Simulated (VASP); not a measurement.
Mg2O5, 14 atoms in the cell. It takes space group P4mm (No. 99, tetragonal). Conventional cell: a = 2.936 Å, b = 2.936 Å, c = 20.906 Å, α = 90.00°, β = 90.00°, γ = 90.00°. Within 2.7 Å of Mg (site symmetry 4mm) lie 5 O at 2.08 to 2.16 Å. Mg (site symmetry 4mm) has 6 O at 2.08 to 2.17 Å within 2.7 Å. Within 2.7 Å of Mg (site symmetry 4mm) lie 6 O at 2.08 to 2.17 Å. Within 2.7 Å of Mg (site symmetry 4mm) lie 5 O at 2.08 to 2.16 Å. O (site symmetry 4mm) has 1 O at 1.22 Å within 1.6 Å. O (site symmetry 4mm) has 1 O at 1.22 Å within 1.6 Å. Within 1.6 Å of O (site symmetry 4mm) lie 1 O at 1.22 Å. O (site symmetry 4mm) has 1 O at 1.22 Å within 1.6 Å. 

```yaml
Program: VASP 6.6.1
Task: single point
Functional: PBE
Potentials_or_basis: VASP PAW PBE potentials, release 64 (Mg, O)
Cutoff: 520 eV
k_mesh: 10 × 10 × 2
Occupations: gaussian, width 0.1 eV
Spin: no spin polarisation
Dipole_correction: no
Further_INCAR_settings: ALGO = Normal; EDIFF = 1e-07; NBANDS = 47
```

Potentials or basis: VASP PAW PBE potentials, release 64 (Mg, O).

Command:

```bash
$ cat potpaw_PBE.64/Mg/POTCAR potpaw_PBE.64/O/POTCAR > POTCAR
$ mpirun -np 1 vasp_std > vasp.out
```

Hardware: 1 thread of Intel(R) Xeon(R) 6975P-C (Granite Rapids), with other jobs on the host.

Problem. Estimate the wall time of this run.

Solution. It took 4.5 min on 1 thread of Intel(R) Xeon(R) 6975P-C (Granite Rapids) (shared host), peak memory 0.45 GiB. Counts: scf iterations 28, k points 42.
